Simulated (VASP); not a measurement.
# Y (Fm-3m) in VASP: a series of runs, part 2 of 2

VASP 6.6.1. The steps go on from the part before.

**3. Single point, RPBE (volume scaled by 1.08)**

Input file INCAR:

```
SYSTEM = Y
ALGO     = Normal         ! electronic algorithm
EDIFF    = 1E-7           ! SCF threshold, eV
ENCUT    = 520            ! plane-wave cutoff, eV
GGA      = RP             ! functional
ISIF     = 2              ! what is computed and relaxed
ISMEAR   = -1             ! smearing method
LASPH    = .TRUE.         ! aspherical terms in the spheres
LCHARG   = .FALSE.        ! write CHGCAR
LREAL    = .FALSE.        ! projectors in reciprocal space
LWAVE    = .FALSE.        ! write WAVECAR
NBANDS   = 12             ! bands
NELM     = 60             ! most SCF steps
PREC     = Accurate       ! precision mode
SIGMA    = 0.1            ! smearing width, eV
```

Input file KPOINTS:

```
k-points
0
G
  12 12 12
  0 0 0
```

Input file POSCAR:

```
Y
1.0
    0.0000000000      2.6364853227      2.6364853227
    2.6364853227      0.0000000000      2.6364853227
    2.6364853227      2.6364853227      0.0000000000
Y
1
Direct
    0.0000000000      0.0000000000      0.0000000000
```

Potentials or basis: VASP PAW PBE potentials, release 64 (Y_sv).

Started as:

```
$ cat potpaw_PBE.64/Y_sv/POTCAR > POTCAR
$ mpirun -np 1 vasp_std > vasp.out
```

OUTCAR:

```text
SYSTEM = Y
   EDIFF = 1E-7
   ENCUT = 520
   GGA = RP
   ISIF = 2
   ISMEAR = -1
   LASPH = .TRUE.
   LREAL = .FALSE.
   NELM = 60
   PREC = Accurate

 ion  position               nearest neighbor table
   1  0.000  0.000  0.000-

  LATTYP: Found a face centered cubic cell.
 ALAT       =     5.2729706454

  Lattice vectors:

 A1 = (   0.0000000000,   2.6364853227,   2.6364853227)
 A2 = (   2.6364853227,   0.0000000000,   2.6364853227)
 A3 = (   2.6364853227,   2.6364853227,   0.0000000000)

Analysis of symmetry for initial positions (statically):
=====================================================================
 Subroutine PRICEL returns:
 Original cell was already a primitive cell.

 Routine SETGRP: Setting up the symmetry group for a
 face centered cubic supercell.

 Subroutine GETGRP returns: Found 48 space group operations
 (whereof 48 operations were pure point group operations)
 out of a pool of 48 trial point group operations.

The static configuration has the point symmetry O_h .

Analysis of symmetry for dynamics (positions and initial velocities):
=====================================================================
 Subroutine PRICEL returns:
 Original cell was already a primitive cell.

 Routine SETGRP: Setting up the symmetry group for a
 face centered cubic supercell.

 Subroutine GETGRP returns: Found 48 space group operations
 (whereof 48 operations were pure point group operations)
 out of a pool of 48 trial point group operations.

The dynamic configuration has the point symmetry O_h .

 Subroutine INISYM returns: Found 48 space group operations
 (whereof 48 operations are pure point group operations),
 and found     1 'primitive' translations

----------------------------------------------------------------------------------------

                                     Primitive cell

  volume of cell :      36.6527

  direct lattice vectors                    reciprocal lattice vectors
     0.000000000  2.636485323  2.636485323    -0.189646419  0.189646419  0.189646419
     2.636485323  0.000000000  2.636485323     0.189646419 -0.189646419  0.189646419
     2.636485323  2.636485323  0.000000000     0.189646419  0.189646419 -0.189646419

  length of vectors
     3.728553300  3.728553300  3.728553300     0.328477233  0.328477233  0.328477233

  position of ions in fractional coordinates (direct lattice)
     0.000000000  0.000000000  0.000000000

  ion indices of the primitive-cell ions
   primitive index   ion index
                 1           1

----------------------------------------------------------------------------------------

 KPOINTS: k-points

Automatic generation of k-mesh.
 Grid dimensions read from file:
 generate k-points for:   12   12   12

 Generating k-lattice:

  Cartesian coordinates                     Fractional coordinates (reciprocal lattice)
    -0.015803868  0.015803868  0.015803868     0.083333333  0.000000000  0.000000000
     0.015803868 -0.015803868  0.015803868     0.000000000  0.083333333  0.000000000
     0.015803868  0.015803868 -0.015803868     0.000000000  0.000000000  0.083333333

  Length of vectors
     0.027373103  0.027373103  0.027373103

  Shift w.r.t. Gamma in fractional coordinates (k-lattice)
     0.000000000  0.000000000  0.000000000

 Subroutine IBZKPT returns following result:
 ===========================================

 Found     72 irreducible k-points:

 Following reciprocal coordinates:
            Coordinates               Weight
  0.000000  0.000000  0.000000      1.000000
  0.083333  0.000000  0.000000      8.000000
  0.166667  0.000000  0.000000      8.000000
  0.250000  0.000000  0.000000      8.000000
  0.333333  0.000000  0.000000      8.000000
  0.416667  0.000000  0.000000      8.000000
[... 16 lines left out ...]
  0.500000  0.166667  0.000000     24.000000
 -0.416667  0.166667  0.000000     24.000000
 [... further k-points ...]
   k-points           NKPTS =     72   k-points in BZ     NKDIM =     72   number of bands    NBANDS=     12
   number of dos      NEDOS =    301   number of ions     NIONS =      1
   total plane-waves  NPLWV =  21952
   dimension x,y,z NGX =    28 NGY =   28 NGZ =   28
   dimension x,y,z NGXF=    56 NGYF=   56 NGZF=   56
   ions per type =               1
   NGX,Y,Z   is equivalent  to a cutoff of  12.48, 12.48, 12.48 a.u.
   NGXF,Y,Z  is equivalent  to a cutoff of  24.97, 24.97, 24.97 a.u.
 SYSTEM =  Y
   PREC   = accura    normal or accurate (medium, high low for compatibility)
   ISTART =      0    job   : 0-new  1-cont  2-samecut
   ICHARG =      2    charge: 1-file 2-atom 10-const
   ISPIN  =      1    spin polarized calculation?
   LNONCOLLINEAR =      F non collinear calculations
   LSORBIT =      F    spin-orbit coupling
   LASPH  =      T    aspherical Exc in radial PAW
   ENCUT  =  520.0 eV  38.22 Ry    6.18 a.u.   6.93  6.93  6.93*2*pi/ulx,y,z
   NELM   =     60;   NELMIN=  2; NELMDL= -5     # of ELM steps
   EDIFF  = 0.1E-06   stopping-criterion for ELM
   LREAL  =      F    real-space projection
   EDIFFG = 0.1E-05   stopping-criterion for IOM
   NSW    =      0    number of steps for IOM
   IBRION =     -1    ionic relax: 0-MD 1-quasi-New 2-CG
   NFREE  =      0    steps in history (QN), initial steepest desc. (CG)
   ISIF   =      2    stress and relaxation
   ISYM   =      2    0-nonsym 1-usesym 2-fastsym
   POTIM  = 0.5000    time-step for ionic-motion
   TEBEG  =    0.0;   TEEND  =   0.0 temperature during run
   PSTRESS=    0.0 pullay stress
   NELECT =      11.0000    total number of electrons
   NUPDOWN=      -1.0000    fix difference up-down
   EMIN   =  10.00;   EMAX   =-10.00  energy-range for DOS
   EFERMI =   0.00;   METHOD = LEGACY
   ISMEAR =    -1;   SIGMA  =   0.10  broadening in eV -4-tet -1-fermi 0-gaus
   EFERMI_NEDOS =   21; number of points for ismear=-14 and -15
   IALGO  =     38    algorithm
   IMIX   =      4    mixing-type and parameters
     AMIX     =   0.40;   BMIX     =  1.00
     AMIX_MAG =   1.60;   BMIX_MAG =  1.00
  volume/ion in A,a.u.               =      36.65       247.34
  Fermi-wavevector in a.u.,A,eV,Ry     =   1.096067  2.071266 16.345529  1.201363
  Thomas-Fermi vector in A             =   2.232402
   LORBIT       =      0    0 simple, 1 ext, 2 COOP (PROOUT), +10 PAW based schemes
   GGA     = RP    functional components
   LHFCALC =     F    Hartree Fock is set to
   AEXX    =    0.0000 exact exchange contribution
   IVDW    =     0    specifies the selected vdW correction
   LEPSILON=     F    determine dielectric tensor
   LRPA    =     F    only Hartree local field effects (RPA)
 non-spin polarized calculation
  energy-cutoff  :      520.00
  volume of cell :       36.65
 maximum number of plane-waves:      1004
   NGX = 13   NGY = 13   NGZ = 13

 number of electron      11.0000000 magnetization

 Free energy of the ion-electron system (eV)
  ---------------------------------------------------
  ext. energy  EPLUGINS =         0.00000000
  ---------------------------------------------------
  free energy    TOTEN  =        -6.08419124 eV

  energy without entropy =       -6.01847598  energy(sigma->0) =       -6.05133361

 E-fermi :   2.6384     XC(G=0):  -8.9214

 val. band max:        2.6291231610   @ k =  -0.4167   0.1667   0.0000
 cond. band min:       2.6484900728   @ k =   0.5000   0.3333   0.1667
 fundamental gap:      0.0193669118
 Fermi energy:         2.6383888187

 k-point     1 :       0.0000    0.0000    0.0000
  band No.  band energies     occupation
      1     -40.4062      2.00000
      2     -20.1710      2.00000
      3     -20.1710      2.00000
      4     -20.1710      2.00000
      5      -1.9083      2.00000
      6       4.3087      0.00000
      7       4.3087      0.00000
      8       4.3087      0.00000
      9       6.0396      0.00000
     10       6.0396      0.00000
     11      11.2358      0.00000
     12      14.1722      0.00000
[... 331 lines left out ...]
 k-point    24 :      -0.4167    0.1667    0.0000
  band No.  band energies     occupation
      1     -40.3648      2.00000
      2     -20.5074      2.00000
      3     -20.2887      2.00000
      4     -20.2348      2.00000
      5       1.3135      2.00000
      6       2.6291      1.04630
      7       3.6558      0.00008
      8       4.6154      0.00000
      9       6.9392      0.00000
     10       7.7531      0.00000
     11       9.0718      0.00000
     12      12.1378      0.00000

 [... further k-points ...]

------------------------ aborting loop because EDIFF is reached ----------------------------------------

  FORCE on cell =-STRESS in cart. coord.  units (eV):
  Direction    XX          YY          ZZ          XY          YZ          ZX
  --------------------------------------------------------------------------------------
  -------------------------------------------------------------------------------------
  Total       -0.5662539     -0.5662539     -0.5662539     -0.0000000      0.0000000      0.0000000
  in kB      -24.7523093    -24.7523093    -24.7523093     -0.0000000      0.0000000      0.0000000
  external PRESSURE =     -24.7523093 kB  Pullay stress =       0.0000000 kB

 VOLUME and BASIS-vectors are now :
 -----------------------------------------------------------------------------
  energy-cutoff  :      520.00
  volume of cell :       36.65
      direct lattice vectors                 reciprocal lattice vectors
     0.000000000  2.636485323  2.636485323    -0.189646419  0.189646419  0.189646419
     2.636485323  0.000000000  2.636485323     0.189646419 -0.189646419  0.189646419
     2.636485323  2.636485323  0.000000000     0.189646419  0.189646419 -0.189646419

 POSITION                                       TOTAL-FORCE (eV/Angst)
 -----------------------------------------------------------------------------------
      0.00000      0.00000      0.00000         0.000000     -0.000000      0.000000
 -----------------------------------------------------------------------------------
    total drift:                               -0.000000     -0.000000     -0.000000

  FREE ENERGIE OF THE ION-ELECTRON SYSTEM (eV)
  ---------------------------------------------------
  free  energy   TOTEN  =        -6.0841912370 eV

  energy  without entropy=       -6.0184759764  energy(sigma->0) =       -6.05133361
```

Wall time 22 s (1 thread of Intel Xeon Platinum 8488C (Sapphire Rapids), shared host); peak memory 0.18 GiB.

Results:

| Quantity | Value |
| --- | --- |
| Free energy | -6.0842 eV |
| Pressure | -2.5 GPa |

Caveat: the cell differs from its parent crystal (volume scaled by 1.08); the PAW data sets were made with another functional, which shifts forces and pressure a little.

**4. Single point, RPBE (volume scaled by 1.12)**

Input file INCAR:

```
ALGO = Normal
EDIFF = 1E-6
ENCUT = 520
GGA = RP
ISIF = 2
ISMEAR = -1
LASPH = True
LCHARG = False
LREAL = False
LWAVE = False
NBANDS = 12
NELM = 100
PREC = Accurate
SIGMA = 0.1
```

Input file KPOINTS:

```
k-points
0
Gamma
  12 12 12
```

Input file POSCAR:

```
Y
1.0
    0.0000000000      2.6686407518      2.6686407518
    2.6686407518      0.0000000000      2.6686407518
    2.6686407518      2.6686407518      0.0000000000
Y
1
Direct
    0.0000000000      0.0000000000      0.0000000000
```

Started as:

```
$ cat potpaw_PBE.64/Y_sv/POTCAR > POTCAR
$ mpirun -np 1 vasp_std > vasp.out
```

Run time: 21 s. Hardware: 1 thread of Intel Xeon Platinum 8488C (Sapphire Rapids), shared host; peak memory 0.19 GiB.

It converged, with:

```yaml
Free_energy: -6.0592 eV
Pressure: -3.5 GPa
```

Levels at points of the mesh, in eV from the Fermi level:
```tsv
k point	band 2	band 3	band 4	band 5	band 6	band 7	band 8	band 9
(0.00, 0.00, 0.00)	-22.93	-22.93	-22.93	-4.48	1.63	1.63	1.63	3.28
(0.50, 0.00, 0.00)	-23.25	-22.97	-22.97	-1.78	0.23	1.50	1.50	4.44
(0.50, 0.50, 0.00)	-23.23	-23.04	-23.04	-1.42	-0.61	1.49	4.45	4.76
```

Caveat: the cell differs from its parent crystal (volume scaled by 1.12); the PAW data sets were made with another functional, which shifts forces and pressure a little.

**5. Single point, RPBE**

This run uses another cell than the first one, of 33.94 Å³/atom, 0.962 times its volume.

Input file INCAR:

```
PREC = Accurate
ENCUT = 520
EDIFF = 1E-7
ISMEAR = -1
SIGMA = 0.1
LREAL = False
LASPH = True
NELM = 80
ALGO = Normal
ISIF = 2
LWAVE = False
LCHARG = False
GGA = RP
NBANDS = 12
```

Input file KPOINTS:

```
Automatic mesh
0
Gamma
  17 17 17
```

Input file POSCAR:

```
Y
1.0
    0.0000000000      2.5697099500      2.5697099500
    2.5697099500      0.0000000000      2.5697099500
    2.5697099500      2.5697099500      0.0000000000
Y
1
Direct
    0.0000000000      0.0000000000      0.0000000000
```

Started as:

```
$ cat potpaw_PBE.64/Y_sv/POTCAR > POTCAR
$ mpirun -np 1 vasp_std > vasp.out
```

It took 49 s on 1 thread of Intel Xeon Platinum 8488C (Sapphire Rapids), shared host; peak memory 0.23 GiB.

The run converged. Its results:

| Property | Result |
| --- | --- |
| Free energy | -6.1070 eV |
| Pressure | -0.1 GPa |

Levels at points of the mesh, in eV from the Fermi level:
```csv
k point,band 3,band 4,band 5,band 6,band 7,band 8
"(0.00, 0.00, 0.00)",-22.56,-22.56,-4.68,1.76,1.76,1.76
```

Caveat: the PAW data sets were made with another functional, which shifts forces and pressure a little.

**6. Overview**

```tsv
cell	k mesh	gap on the mesh (eV)	pressure (GPa)
a = 3.682 Å, angles 60.0°, 1 atom	12 × 12 × 12	none	-1.4
a = 3.729 Å, angles 60.0°, 1 atom	12 × 12 × 12	none	-2.5
a = 3.774 Å, angles 60.0°, 1 atom	12 × 12 × 12	none	-3.5
a = 3.634 Å, angles 60.0°, 1 atom	17 × 17 × 17	none	-0.1
```

Alike in all rows: task single point; level RPBE; potentials or basis VASP PAW PBE potentials, release 64 (Y_sv); no spin polarisation; cutoff (eV) 520; smearing fermi-dirac 0.1 eV.

Caveats: the PAW data sets were made with another functional, which shifts forces and pressure a little.

Absolute energies hang on the potentials; compare differences alone.
